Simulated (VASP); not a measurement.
# BaTe (P4/mmm) in VASP: a series of runs

BaTe is run at these levels: LDA; tasks: single point.

All numbers are computed with VASP 6.6.1; they aren't measurements. Logs are shortened: lines on timing, memory, paths and dates and some standing lists are left out, and cuts for length are marked.

### 1 The cell of the first run

Symmetry: P4/mmm, No. 123, tetragonal system. The conventional cell has a = 4.049 Å, b = 4.049 Å, c = 4.369 Å, α = 90.00°, β = 90.00°, γ = 90.00°. Within 4.7 Å of Ba (site symmetry 4/mmm) lie 8 Te at 3.60 Å and 6 Ba at 4.05 to 4.37 Å. Te (site symmetry 4/mmm) has 8 Ba at 3.60 Å and 6 Te at 4.05 to 4.37 Å within 4.7 Å.

### 2 Single point, LDA (strain -0.050 along x and y, +0.025 along z)

INCAR

```
SYSTEM = BaTe
ALGO     = Normal         ! electronic algorithm
EDIFF    = 1E-7           ! SCF threshold, eV
ENCUT    = 520            ! plane-wave cutoff, eV
ISIF     = 2              ! what is computed and relaxed
ISMEAR   = 0              ! smearing method
LASPH    = .True.         ! aspherical terms in the spheres
LCHARG   = .True.         ! write CHGCAR
LELF     = .True.         ! ELF
LREAL    = .False.        ! projectors in reciprocal space
LVHAR    = .True.       
LWAVE    = .False.        ! write WAVECAR
NBANDS   = 15             ! bands
NELM     = 80             ! most SCF steps
PREC     = Accurate       ! precision mode
SIGMA    = 0.05           ! smearing width, eV
```

KPOINTS

```
k-points
0
Gamma
  6 6 6
  0 0 0
```

POSCAR

```
BaTe
1.0
    4.0493427000      0.0000000000      0.0000000000
    0.0000000000      4.0493427000      0.0000000000
    0.0000000000      0.0000000000      4.3690276500
Ba Te
1 1
Direct
    0.0000000000      0.0000000000      0.0000000000
    0.5000000000      0.5000000000      0.5000000000
```

Potentials or basis: VASP PAW LDA potentials, release 64 (Ba_sv, Te).

Command:

```console
cat potpaw_LDA.64/Ba_sv/POTCAR potpaw_LDA.64/Te/POTCAR > POTCAR
mpirun -np 1 vasp_std > vasp.out
```

OUTCAR:

```text
SYSTEM = BaTe
   EDIFF = 1E-7
   ENCUT = 520
   ISIF = 2
   ISMEAR = 0
   LASPH = .True.
   LREAL = .False.
   NELM = 80
   PREC = Accurate

 ion  position               nearest neighbor table
   1  0.000  0.000  0.000-   2 3.60   2 3.60   2 3.60   2 3.60   2 3.60   2 3.60   2 3.60   2 3.60

   2  0.500  0.500  0.500-   1 3.60   1 3.60   1 3.60   1 3.60   1 3.60   1 3.60   1 3.60   1 3.60

  LATTYP: Found a simple tetragonal cell.
 ALAT       =     4.0493427000
 C/A-ratio  =     1.0789473684

  Lattice vectors:

 A1 = (   4.0493427000,   0.0000000000,   0.0000000000)
 A2 = (   0.0000000000,   4.0493427000,   0.0000000000)
 A3 = (   0.0000000000,   0.0000000000,   4.3690276500)

Analysis of symmetry for initial positions (statically):
=====================================================================
 Subroutine PRICEL returns:
 Original cell was already a primitive cell.

 Routine SETGRP: Setting up the symmetry group for a
 simple tetragonal supercell.

 Subroutine GETGRP returns: Found 16 space group operations
 (whereof 16 operations were pure point group operations)
 out of a pool of 16 trial point group operations.

The static configuration has the point symmetry D_4h.

Analysis of symmetry for dynamics (positions and initial velocities):
=====================================================================
 Subroutine PRICEL returns:
 Original cell was already a primitive cell.

 Routine SETGRP: Setting up the symmetry group for a
 simple tetragonal supercell.

 Subroutine GETGRP returns: Found 16 space group operations
 (whereof 16 operations were pure point group operations)
 out of a pool of 16 trial point group operations.

The dynamic configuration has the point symmetry D_4h.

 Subroutine INISYM returns: Found 16 space group operations
 (whereof 16 operations are pure point group operations),
 and found     1 'primitive' translations

----------------------------------------------------------------------------------------

                                     Primitive cell

  volume of cell :      71.6397

  direct lattice vectors                    reciprocal lattice vectors
     4.049342700  0.000000000  0.000000000     0.246953660  0.000000000  0.000000000
     0.000000000  4.049342700  0.000000000     0.000000000  0.246953660  0.000000000
     0.000000000  0.000000000  4.369027650     0.000000000  0.000000000  0.228883880

  length of vectors
     4.049342700  4.049342700  4.369027650     0.246953660  0.246953660  0.228883880

  position of ions in fractional coordinates (direct lattice)
     0.000000000  0.000000000  0.000000000
     0.500000000  0.500000000  0.500000000

  ion indices of the primitive-cell ions
   primitive index   ion index
                 1           1
                 2           2

----------------------------------------------------------------------------------------

 KPOINTS: k-points

Automatic generation of k-mesh.
 Grid dimensions read from file:
 generate k-points for:    6    6    6

 Generating k-lattice:

  Cartesian coordinates                     Fractional coordinates (reciprocal lattice)
     0.041158943  0.000000000  0.000000000     0.166666667  0.000000000  0.000000000
     0.000000000  0.041158943  0.000000000     0.000000000  0.166666667  0.000000000
     0.000000000  0.000000000  0.038147313     0.000000000  0.000000000  0.166666667

  Length of vectors
     0.041158943  0.041158943  0.038147313

  Shift w.r.t. Gamma in fractional coordinates (k-lattice)
     0.000000000  0.000000000  0.000000000

 Subroutine IBZKPT returns following result:
 ===========================================

 Found     40 irreducible k-points:

 Following reciprocal coordinates:
            Coordinates               Weight
  0.000000  0.000000  0.000000      1.000000
  0.166667  0.000000  0.000000      4.000000
  0.333333  0.000000  0.000000      4.000000
  0.500000  0.000000  0.000000      2.000000
  0.166667  0.166667  0.000000      4.000000
  0.333333  0.166667  0.000000      8.000000
[... 16 lines left out ...]
  0.333333  0.000000  0.333333      8.000000
  0.500000  0.000000  0.333333      4.000000
 [... further k-points ...]
   k-points           NKPTS =     40   k-points in BZ     NKDIM =     40   number of bands    NBANDS=     15
   number of dos      NEDOS =    301   number of ions     NIONS =      2
   total plane-waves  NPLWV =  28800
   dimension x,y,z NGX =    30 NGY =   30 NGZ =   32
   dimension x,y,z NGXF=    60 NGYF=   60 NGZF=   64
   ions per type =               1   1
   NGX,Y,Z   is equivalent  to a cutoff of  12.32, 12.32, 12.18 a.u.
   NGXF,Y,Z  is equivalent  to a cutoff of  24.63, 24.63, 24.35 a.u.
 SYSTEM =  BaTe
   PREC   = accura    normal or accurate (medium, high low for compatibility)
   ISTART =      0    job   : 0-new  1-cont  2-samecut
   ICHARG =      2    charge: 1-file 2-atom 10-const
   ISPIN  =      1    spin polarized calculation?
   LNONCOLLINEAR =      F non collinear calculations
   LSORBIT =      F    spin-orbit coupling
   LASPH  =      T    aspherical Exc in radial PAW
   ENCUT  =  520.0 eV  38.22 Ry    6.18 a.u.   7.53  7.53  8.12*2*pi/ulx,y,z
   NELM   =     80;   NELMIN=  2; NELMDL= -5     # of ELM steps
   EDIFF  = 0.1E-06   stopping-criterion for ELM
   LREAL  =      F    real-space projection
   EDIFFG = 0.1E-05   stopping-criterion for IOM
   NSW    =      0    number of steps for IOM
   IBRION =     -1    ionic relax: 0-MD 1-quasi-New 2-CG
   NFREE  =      0    steps in history (QN), initial steepest desc. (CG)
   ISIF   =      2    stress and relaxation
   ISYM   =      2    0-nonsym 1-usesym 2-fastsym
   POTIM  = 0.5000    time-step for ionic-motion
   TEBEG  =    0.0;   TEEND  =   0.0 temperature during run
   PSTRESS=    0.0 pullay stress
   NELECT =      16.0000    total number of electrons
   NUPDOWN=      -1.0000    fix difference up-down
   EMIN   =  10.00;   EMAX   =-10.00  energy-range for DOS
   EFERMI =   0.00;   METHOD = LEGACY
   ISMEAR =     0;   SIGMA  =   0.05  broadening in eV -4-tet -1-fermi 0-gaus
   EFERMI_NEDOS =   21; number of points for ismear=-14 and -15
   IALGO  =     38    algorithm
   IMIX   =      4    mixing-type and parameters
     AMIX     =   0.40;   BMIX     =  1.00
     AMIX_MAG =   1.60;   BMIX_MAG =  1.00
  volume/ion in A,a.u.               =      35.82       241.72
  Fermi-wavevector in a.u.,A,eV,Ry     =   0.993261  1.876992 13.423074  0.986568
  Thomas-Fermi vector in A             =   2.125131
   LORBIT       =      0    0 simple, 1 ext, 2 COOP (PROOUT), +10 PAW based schemes
   GGA     = CA    functional components
   LHFCALC =     F    Hartree Fock is set to
   AEXX    =    0.0000 exact exchange contribution
   IVDW    =     0    specifies the selected vdW correction
   LEPSILON=     F    determine dielectric tensor
   LRPA    =     F    only Hartree local field effects (RPA)
 non-spin polarized calculation
 Gauss-broadening in eV      SIGMA  =   0.05
  energy-cutoff  :      520.00
  volume of cell :       71.64
 maximum number of plane-waves:      1964
   NGX = 15   NGY = 15   NGZ = 17

 number of electron      16.0000000 magnetization

 Free energy of the ion-electron system (eV)
  ---------------------------------------------------
  ext. energy  EPLUGINS =         0.00000000
  ---------------------------------------------------
  free energy    TOTEN  =        -9.30617959 eV

  energy without entropy =       -9.30606654  energy(sigma->0) =       -9.30612307

 E-fermi :   4.5445     XC(G=0):  -9.3743

 val. band max:        4.4841337259   @ k =   0.5000   0.0000   0.5000
 cond. band min:       4.5923623147   @ k =   0.0000   0.0000   0.0000
 fundamental gap:      0.1082285887
 Fermi energy:         4.5444832696

 k-point     1 :       0.0000    0.0000    0.0000
  band No.  band energies     occupation
      1     -23.7295      2.00000
      2      -8.8160      2.00000
      3      -8.7253      2.00000
      4      -8.7253      2.00000
      5      -6.4385      2.00000
      6       3.4531      2.00000
      7       4.1137      2.00000
      8       4.1137      2.00000
      9       4.5924      0.17566
     10       4.7243      0.00000
     11       6.8908      0.00000
     12       8.7421      0.00000
     13       8.7421      0.00000
     14       9.2741      0.00000
     15      12.4677      0.00000

 k-point     2 :       0.1667    0.0000    0.0000
  band No.  band energies     occupation
      1     -23.7170      2.00000
      2      -8.9825      2.00000
      3      -8.7924      2.00000
      4      -8.7058      2.00000
      5      -6.1731      2.00000
      6       2.6907      2.00000
      7       3.2705      2.00000
      8       3.9925      2.00000
      9       4.8126      0.00000
     10       5.6843      0.00000
     11       8.0328      0.00000
     12       8.8317      0.00000
     13       8.8549      0.00000
     14       9.2260      0.00000
     15      11.4494      0.00000

 k-point     3 :       0.3333    0.0000    0.0000
  band No.  band energies     occupation
      1     -23.6917      2.00000
      2      -9.4036      2.00000
      3      -8.7445      2.00000
      4      -8.6662      2.00000
      5      -5.6840      2.00000
      6       1.1581      2.00000
      7       2.9158      2.00000
      8       3.7374      2.00000
      9       5.2806      0.00000
     10       7.5661      0.00000
     11       9.1122      0.00000
     12       9.3144      0.00000
     13       9.4224      0.00000
     14       9.4243      0.00000
     15       9.7527      0.00000

 k-point     4 :       0.5000    0.0000    0.0000
  band No.  band energies     occupation
      1     -23.6790      2.00000
      2      -9.5859      2.00000
      3      -8.7202      2.00000
      4      -8.6462      2.00000
      5      -5.4342      2.00000
      6       0.5362      2.00000
      7       2.7444      2.00000
      8       3.6062      2.00000
      9       5.6005      0.00000
     10       8.7700      0.00000
     11       9.2625      0.00000
     12       9.6602      0.00000
     13       9.6952      0.00000
     14       9.7320      0.00000
     15       9.9643      0.00000
[... 307 lines left out ...]
 k-point    22 :       0.1667    0.0000    0.3333
  band No.  band energies     occupation
      1     -23.7010      2.00000
      2      -9.2481      2.00000
      3      -8.8779      2.00000
      4      -8.6748      2.00000
      5      -5.7168      2.00000
      6       1.2654      2.00000
      7       2.9588      2.00000
      8       3.7396      2.00000
      9       5.5542      0.00000
     10       7.5268      0.00000
     11       7.9942      0.00000
     12       8.3859      0.00000
     13       9.8701      0.00000
     14      10.6648      0.00000
     15      10.8742      0.00000

 k-point    23 :       0.3333    0.0000    0.3333
  band No.  band energies     occupation
      1     -23.6765      2.00000
      2      -9.2597      2.00000
      3      -9.0664      2.00000
      4      -8.6418      2.00000
      5      -5.7217      2.00000
      6       1.5925      2.00000
      7       2.2892      2.00000
      8       4.0303      2.00000
      9       5.5944      0.00000
     10       7.4660      0.00000
     11       7.6138      0.00000
     12       8.6455      0.00000
     13       8.7581      0.00000
     14      10.0805      0.00000
     15      12.0652      0.00000

 k-point    24 :       0.5000    0.0000    0.3333
  band No.  band energies     occupation
      1     -23.6642      2.00000
      2      -9.4061      2.00000
      3      -9.0002      2.00000
      4      -8.6251      2.00000
      5      -5.7397      2.00000
      6       1.5128      2.00000
      7       2.3198      2.00000
      8       4.1874      2.00000
      9       5.3371      0.00000
     10       7.3915      0.00000
     11       7.7548      0.00000
     12       7.7922      0.00000
     13       9.1778      0.00000
     14      11.3763      0.00000
     15      11.5495      0.00000

 [... further k-points ...]

------------------------ aborting loop because EDIFF is reached ----------------------------------------

  FORCE on cell =-STRESS in cart. coord.  units (eV):
  Direction    XX          YY          ZZ          XY          YZ          ZX
  --------------------------------------------------------------------------------------
  -------------------------------------------------------------------------------------
  Total        0.6960568      0.6960568     -1.8708713      0.0000000      0.0000000     -0.0000000
  in kB       15.5668728     15.5668728    -41.8408637      0.0000000      0.0000000     -0.0000000
  external PRESSURE =      -3.5690394 kB  Pullay stress =       0.0000000 kB

 VOLUME and BASIS-vectors are now :
 -----------------------------------------------------------------------------
  energy-cutoff  :      520.00
  volume of cell :       71.64
      direct lattice vectors                 reciprocal lattice vectors
     4.049342700  0.000000000  0.000000000     0.246953660  0.000000000  0.000000000
     0.000000000  4.049342700  0.000000000     0.000000000  0.246953660  0.000000000
     0.000000000  0.000000000  4.369027650     0.000000000  0.000000000  0.228883880

 POSITION                                       TOTAL-FORCE (eV/Angst)
 -----------------------------------------------------------------------------------
      0.00000      0.00000      0.00000         0.000000      0.000000      0.000000
      2.02467      2.02467      2.18451         0.000000      0.000000      0.000000
 -----------------------------------------------------------------------------------
    total drift:                                0.000000     -0.000000     -0.000000

  FREE ENERGIE OF THE ION-ELECTRON SYSTEM (eV)
  ---------------------------------------------------
  free  energy   TOTEN  =        -9.3061795947 eV

  energy  without entropy=       -9.3060665369  energy(sigma->0) =       -9.30612307
```

Run time: 34 s. Hardware: 1 thread of Intel Xeon Platinum 8488C (Sapphire Rapids), shared host; peak memory 0.18 GiB.

Results:

* Free energy: -9.3062 eV
* Pressure: -0.4 GPa
* Band gap on the k mesh: 0.11 eV, indirect (least direct gap 0.41 eV)

Caveat: the cell differs from its parent crystal (strain -0.050 along x and y, +0.025 along z); spin-orbit coupling is left out, which moves the levels of the heavy elements. A k mesh can miss the band edges.

[end of part 1 of 2]
